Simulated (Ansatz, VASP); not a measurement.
## SiO2: VASP beside Ansatz

```xyz
24
Lattice="7.1600 0.0000 0.0000 0.0000 7.1600 0.0000 0.0000 0.0000 7.1600" Properties=species:S:1:pos:R:3 pbc="T T T"
Si    2.0099    2.0099    2.0099
Si    1.5701    5.1501    5.5899
Si    5.5899    1.5701    5.1501
Si    5.1501    5.5899    1.5701
Si    7.3074    7.3074    7.3074
Si    3.4326   -0.1474    3.7274
Si    3.7274    3.4326   -0.1474
Si   -0.1474    3.7274    3.4326
O     1.0779    1.0779    1.0779
O     2.5021    6.0821    4.6579
O     4.6579    2.5021    6.0821
O     6.0821    4.6579    2.5021
O     4.5811    4.7369    0.3110
O     6.1589    2.4231    3.8910
O     1.0011    6.0031    6.8490
O     2.5789    1.1569    3.2690
O     0.3110    4.5811    4.7369
O     3.8910    6.1589    2.4231
O     6.8490    1.0011    6.0031
O     3.2690    2.5789    1.1569
O     4.7369    0.3110    4.5811
O     2.4231    3.8910    6.1589
O     6.0031    6.8490    1.0011
O     1.1569    3.2690    2.5789
```

Alike in both runs: functional PBE; k mesh 4 × 4 × 4; occupations fermi-dirac, width 0.02 eV; no spin polarisation.

Ansatz relaxed the structure, and its values are those at the end. VASP's run is a single point on that final structure, the one shown.

```csv
,VASP,Ansatz
version,VASP 6.6.1,Ansatz 0.2.0
potentials or method,"VASP PAW PBE potentials, release 64 (Si, O)","plane-wave PAW, scalar-relativistic"
plane-wave cutoff (eV),520,420
valence electrons in the cell,128,128
```

```tsv
	VASP	Ansatz	Ansatz less VASP
gap on the k mesh at the Fermi level (eV)	5.68	5.68	+0.002
pressure (GPa)	0.9	0.8	-0.08
rms of the force components (eV/Å)	0.010	0.011	+0.0008
```

Ansatz's warnings: stress scf threshold loose.
